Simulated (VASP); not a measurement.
# Pt (Im-3m) in VASP: notebook, part 2 of 2

VASP 6.6.1. The steps go on from the part before.

## Step 6: Single point, r2SCAN

This run uses another cell than the first one, of 15.90 Å³/atom, 1.042 times its volume.

Input file POSCAR:

```
Pt
1.0
   -1.5842200000      1.5842200000      1.5842200000
    1.5842200000     -1.5842200000      1.5842200000
    1.5842200000      1.5842200000     -1.5842200000
Pt
1
Direct
    0.0000000000      0.0000000000      0.0000000000
```

Input file INCAR.step1:

```
ALGO = Normal ; EDIFF = 1E-5
ENCUT = 550 ; GGA = PE
GGA_COMPAT = False ; ISMEAR = -1
LASPH = True ; LCHARG = False
LREAL = False ; LWAVE = True
NBANDS = 11 ; NELM = 120
PREC = Accurate ; SIGMA = 0.05
```

Input file INCAR.step2:

```
ALGO = Normal ; EDIFF = 1E-6
ENCUT = 550 ; GGA_COMPAT = False
ISIF = 2 ; ISMEAR = -1
ISTART = 1 ; LASPH = True
LCHARG = False ; LMIXTAU = True
LREAL = False ; LWAVE = False
METAGGA = R2SCAN ; NBANDS = 11
NELM = 120 ; PREC = Accurate
SIGMA = 0.05
```

Input file KPOINTS:

```
k-points
0
Gamma
  12 12 12
```

Potentials or basis: VASP PAW PBE potentials, release 64 (Pt).

The run is started by

```sh
$ cat potpaw_PBE.64/Pt/POTCAR > POTCAR
$ cp INCAR.step1 INCAR
$ mpirun -np 1 vasp_std > vasp.out
$ cp INCAR.step2 INCAR
$ mpirun -np 1 vasp_std > vasp.out
```

OUTCAR:

```text
EDIFF = 1E-6
   ENCUT = 550
   ISIF = 2
   ISMEAR = -1
   ISTART = 1
   LASPH = True
   LREAL = False
   METAGGA = R2SCAN
   NELM = 120
   PREC = Accurate

 ion  position               nearest neighbor table
   1  0.000  0.000  0.000-

  LATTYP: Found a body centered cubic cell.
 ALAT       =     3.1684400000

  Lattice vectors:

 A1 = (  -1.5842200000,   1.5842200000,   1.5842200000)
 A2 = (   1.5842200000,  -1.5842200000,   1.5842200000)
 A3 = (   1.5842200000,   1.5842200000,  -1.5842200000)

Analysis of symmetry for initial positions (statically):
=====================================================================
 Subroutine PRICEL returns:
 Original cell was already a primitive cell.

 Routine SETGRP: Setting up the symmetry group for a
 body centered cubic supercell.

 Subroutine GETGRP returns: Found 48 space group operations
 (whereof 48 operations were pure point group operations)
 out of a pool of 48 trial point group operations.

The static configuration has the point symmetry O_h .

Analysis of symmetry for dynamics (positions and initial velocities):
=====================================================================
 Subroutine PRICEL returns:
 Original cell was already a primitive cell.

 Routine SETGRP: Setting up the symmetry group for a
 body centered cubic supercell.

 Subroutine GETGRP returns: Found 48 space group operations
 (whereof 48 operations were pure point group operations)
 out of a pool of 48 trial point group operations.

The dynamic configuration has the point symmetry O_h .

 Subroutine INISYM returns: Found 48 space group operations
 (whereof 48 operations are pure point group operations),
 and found     1 'primitive' translations

----------------------------------------------------------------------------------------
[... 114 lines left out ...]
  Thomas-Fermi vector in A             =   2.525265
   LORBIT       =      0    0 simple, 1 ext, 2 COOP (PROOUT), +10 PAW based schemes
   METAGGA = R2SCAN    functional components
   LHFCALC =     F    Hartree Fock is set to
   AEXX    =    0.0000 exact exchange contribution
   IVDW    =     0    specifies the selected vdW correction
   LEPSILON=     F    determine dielectric tensor
   LRPA    =     F    only Hartree local field effects (RPA)
 non-spin polarized calculation
  energy-cutoff  :      550.00
  volume of cell :       15.90
 maximum number of plane-waves:       476
 NGX is ok and might be reduce to    24
   NGX = 11   NGY = 11   NGZ = 11

 number of electron       9.9999999 magnetization

 Free energy of the ion-electron system (eV)
  ---------------------------------------------------
  ext. energy  EPLUGINS =         0.00000000
  ---------------------------------------------------
  free energy    TOTEN  =       -51.41723082 eV

  energy without entropy =      -51.41138110  energy(sigma->0) =      -51.41430596

 E-fermi :   9.7671     XC(G=0): -14.2295

 val. band max:        9.7337101761   @ k =   0.5000   0.5000   0.4167
 cond. band min:       9.8126517008   @ k =  -0.4167  -0.4167   0.1667
 fundamental gap:      0.0789415247
 Fermi energy:         9.7671152795

 k-point     1 :       0.0000    0.0000    0.0000
  band No.  band energies     occupation
      1       0.1776      2.00000
      2       6.2682      2.00000
      3       6.2682      2.00000
      4       6.2682      2.00000
      5       8.7431      2.00000
      6       8.7431      2.00000
      7      27.9362      0.00000
      8      27.9362      0.00000
      9      27.9362      0.00000
     10      38.2590      0.00000
     11      38.2590      0.00000
[... 309 lines left out ...]
 k-point    24 :       0.4167    0.0833    0.0833
  band No.  band energies     occupation
      1       3.6259      2.00000
      2       4.8249      2.00000
      3       8.2914      2.00000
      4       8.7059      2.00000
      5       9.0675      2.00000
      6      13.4291      0.00000
      7      16.0460      0.00000
      8      23.7588      0.00000
      9      24.3874      0.00000
     10      34.9752      0.00000
     11      35.6714      0.00000

 [... further k-points ...]

------------------------ aborting loop because EDIFF is reached ----------------------------------------

  FORCE on cell =-STRESS in cart. coord.  units (eV):
  Direction    XX          YY          ZZ          XY          YZ          ZX
  --------------------------------------------------------------------------------------
  -------------------------------------------------------------------------------------
  Total       -0.6297277     -0.6297277     -0.6297277     -0.0000000     -0.0000000      0.0000000
  in kB      -63.4390865    -63.4390865    -63.4390865     -0.0000000     -0.0000000      0.0000000
  external PRESSURE =     -63.4390865 kB  Pullay stress =       0.0000000 kB

 VOLUME and BASIS-vectors are now :
 -----------------------------------------------------------------------------
  energy-cutoff  :      550.00
  volume of cell :       15.90
      direct lattice vectors                 reciprocal lattice vectors
    -1.584220000  1.584220000  1.584220000     0.000000000  0.315612731  0.315612731
     1.584220000 -1.584220000  1.584220000     0.315612731  0.000000000  0.315612731
     1.584220000  1.584220000 -1.584220000     0.315612731  0.315612731  0.000000000

 POSITION                                       TOTAL-FORCE (eV/Angst)
 -----------------------------------------------------------------------------------
      0.00000      0.00000      0.00000         0.000000     -0.000000     -0.000000
 -----------------------------------------------------------------------------------
    total drift:                               -0.000000      0.000000     -0.000000

  FREE ENERGIE OF THE ION-ELECTRON SYSTEM (eV)
  ---------------------------------------------------
  free  energy   TOTEN  =       -51.4172308169 eV

  energy  without entropy=      -51.4113811031  energy(sigma->0) =      -51.41430596
```

OUTCAR.step1:

```text
EDIFF = 1E-5
   ENCUT = 550
   GGA = PE
   ISMEAR = -1
   LASPH = True
[... 553 lines left out ...]

 POSITION                                       TOTAL-FORCE (eV/Angst)
 -----------------------------------------------------------------------------------
      0.00000      0.00000      0.00000        -0.000000      0.000000      0.000000
 -----------------------------------------------------------------------------------
    total drift:                                0.000000      0.000000      0.000000

  FREE ENERGIE OF THE ION-ELECTRON SYSTEM (eV)
  ---------------------------------------------------
  free  energy   TOTEN  =        -6.0191513890 eV

  energy  without entropy=       -6.0128866969  energy(sigma->0) =       -6.01601904
```

OSZICAR.step1:

```text
N       E                     dE             d eps       ncg     rms          rms(c)
DAV:   1     0.414576623579E+02    0.41458E+02   -0.55425E+03  1624   0.885E+02
DAV:   2    -0.569736110054E+01   -0.47155E+02   -0.45270E+02  1794   0.179E+02
DAV:   3    -0.637744292423E+01   -0.68008E+00   -0.67753E+00  1841   0.204E+01
DAV:   4    -0.638023966466E+01   -0.27967E-02   -0.27966E-02  1817   0.156E+00
DAV:   5    -0.638026265567E+01   -0.22991E-04   -0.22990E-04  1875   0.130E-01    0.107E+01
DAV:   6    -0.605257567858E+01    0.32769E+00   -0.78209E-01  1710   0.688E+00    0.566E+00
DAV:   7    -0.602197845047E+01    0.30597E-01   -0.10980E-01  1815   0.253E+00    0.236E+00
DAV:   8    -0.601926827728E+01    0.27102E-02   -0.32889E-03  1714   0.493E-01    0.449E-01
DAV:   9    -0.601914813511E+01    0.12014E-03   -0.38068E-05  1812   0.559E-02    0.352E-02
DAV:  10    -0.601915138902E+01   -0.32539E-05   -0.14130E-06  1053   0.114E-02
   1 F= -.60191514E+01 E0= -.60160190E+01  d E =-.626469E-02
```

Wall time 28 s (1 thread of Intel Xeon Platinum 8488C (Sapphire Rapids), shared host); peak memory 0.15 GiB.

Results:

* Free energy: -51.4172 eV
* Pressure: -6.3 GPa
* Band gap on the k mesh: zero (band 5 reaches 10.88 eV, above the bottom of band 6 at 8.59 eV)

Levels at points of the mesh, in eV from the Fermi level:
```csv
k point,band 3,band 4,band 5,band 6,band 7,band 8
"(0.00, 0.00, 0.00)",-3.50,-3.50,-1.02,-1.02,18.17,18.17
"(0.50, 0.00, 0.00)",-1.19,-0.72,0.55,1.15,6.63,14.15
"(0.50, 0.50, 0.50)",0.62,0.62,0.62,8.17,8.17,8.17
```

Caveat: the PAW data sets were made with another functional, which shifts forces and pressure a little; spin-orbit coupling is left out, which moves the levels of the heavy elements.

## Step 7: Summary

```csv
level,cell,cutoff (eV),gap on the mesh (eV),pressure (GPa)
PBE,"a = 2.707 Å, angles 109.5°, 1 atom",500,none,8.8
PBE,"a = 2.726 Å, angles 109.5°, 1 atom",500,none,3.2
PBE,"a = 2.780 Å, angles 109.5°, 1 atom",500,none,-9.9
PBE,"a = 2.798 Å, angles 109.5°, 1 atom",500,none,-13.2
r2SCAN,"a = 2.744 Å, angles 109.5°, 1 atom",550,none,-6.3
```

Alike in all rows: task single point; potentials or basis VASP PAW PBE potentials, release 64 (Pt); no spin polarisation; k mesh 12 × 12 × 12; smearing fermi-dirac 0.05 eV.

Caveats: spin-orbit coupling is left out, which moves the levels of the heavy elements; the PAW data sets were made with another functional, which shifts forces and pressure a little (some runs).

Absolute energies hang on the potentials; compare differences alone.
